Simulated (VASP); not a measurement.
Lu2MgH6, 9 atoms in the cell. It takes space group P-3m1 (No. 164, trigonal). The conventional cell has a = 5.291 Å, b = 5.291 Å, c = 3.435 Å, α = 90.00°, β = 90.00°, γ = 120.00°. Lu (site symmetry 3m) has 12 H at 2.15 to 2.66 Å within 2.8 Å. Mg (site symmetry -3m) has 6 H at 1.95 Å within 2.6 Å. H (site symmetry m) has 1 Mg at 1.95 Å and 4 Lu at 2.15 to 2.66 Å and 6 H at 2.25 to 2.47 Å within 2.7 Å. 

- Program: VASP 6.6.1
- Task: single point
- Functional: PBEsol
- Potentials or basis: VASP PAW PBE potentials, release 64 (Lu, Mg, H)
- Cutoff: 520 eV
- k mesh: 9 × 9 × 8
- Occupations: gaussian, width 0.05 eV
- Spin: no spin polarisation
- Dipole correction: no
- Further INCAR settings: ALGO = Normal; EDIFF = 1e-06; NBANDS = 39

Potentials or basis: VASP PAW PBE potentials, release 64 (Lu, Mg, H).

Run with:

```console
$ cat potpaw_PBE.64/Lu/POTCAR potpaw_PBE.64/Mg/POTCAR potpaw_PBE.64/H/POTCAR > POTCAR
$ mpirun -np 1 vasp_std > vasp.out
```

Hardware: 1 thread of Intel(R) Xeon(R) Platinum 8259CL CPU @ 2.50GHz (Skylake/Cascade Lake), on a shared host.

Question: Estimate the wall time of this run.

Answer: It took 4.7 min on 1 thread of Intel(R) Xeon(R) Platinum 8259CL CPU @ 2.50GHz (Skylake/Cascade Lake), on a shared host, peak memory 0.38 GiB. Counts: scf iterations 13, k points 81.
